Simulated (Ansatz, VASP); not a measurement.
Two plane-wave programs on TaN

File INCAR:

```
ALGO = Normal ; EDIFF = 1E-8
ENCUT = 520 ; GGA = PS
GGA_COMPAT = F ; ISIF = 2
ISMEAR = -1 ; LASPH = T
LCHARG = F ; LEFG = T
LREAL = F ; LWAVE = F
NBANDS = 24 ; NELM = 120
PREC = Accurate ; SIGMA = 0.01
```

File KPOINTS:

```
k-points
0
Gamma
  9 9 5
```

POSCAR

```
TaN
1.0
    3.0480019786      0.0000000000      0.0000000000
   -1.5240009893      2.6396471442      0.0000000000
    0.0000000000      0.0000000000      4.7704600000
Ta N
2 2
Direct
    0.0000000000      0.0000000000      0.0000000000
    0.0000000000      0.0000000000      0.5000000000
    0.3333333333      0.6666666667      0.2500000000
    0.6666666667      0.3333333333      0.7500000000
```

Input for Ansatz:

```yaml
crystal:
  lattice:
    - [3.0480019786, 0.0, 0.0]
    - [-1.5240009893, 2.6396471442, 0.0]
    - [0.0, 0.0, 4.77046]
  atoms:
    - { symbol: Ta, position: [0.0, 0.0, 0.0] }
    - { symbol: Ta, position: [0.0, 0.0, 0.5] }
    - { symbol: "N", position: [0.3333333333, 0.6666666667, 0.25] }
    - { symbol: "N", position: [0.6666666667, 0.3333333333, 0.75] }
kpoints:
  mp_grid: { grid: [9, 9, 5] }
scf:
  occupations: { method: fermi_dirac, width: 0.01 }
hamiltonian:
  xc: pbesol
  pseudopotentials: { kind: paw }
output:
  forces: true
  stress: true
  eigenvalues: true
  efg: { contact_densities: true }
```

Change from the starting cell: zz strain of -3 %, PAW files.

Alike in both runs: task electric field gradients; functional PBEsol; k mesh 9 × 9 × 5; occupations fermi-dirac, width 0.01 eV; no spin polarisation.

|  | VASP | Ansatz |
| --- | --- | --- |
| version | VASP 6.6.1 | Ansatz 0.2.0 |
| potentials or method | VASP PAW PBE potentials, release 64 (Ta_pv, N) | PAW with Ansatz's default frozen-core files, scalar-relativistic |
| plane-wave cutoff (eV) | 520 | 420 |
| valence electrons in the cell | 32 | 36 |

```tsv
	VASP	Ansatz	Ansatz less VASP
pressure (GPa)	71.5	69.5	-1.99
traceless stress, the component that is largest in VASP (GPa)	68.60	67.97	-0.630
size of Vzz on the site where it differs most (V/Å²)	161.2	183.1	+21.92
```

VASP's potentials were made for PBE, not for PBEsol. Both programs put the cell under a high pressure, so it lies far from rest at this level. The functional is the same, so the differences come from potentials, cutoffs and numerics. VASP's potentials hold 32 valence electrons a cell and Ansatz's 36, so a difference there can come from the potentials and not from the codes.

Neither program's run includes spin-orbit coupling. Noted on VASP's run: the cell as given lies far from equilibrium.
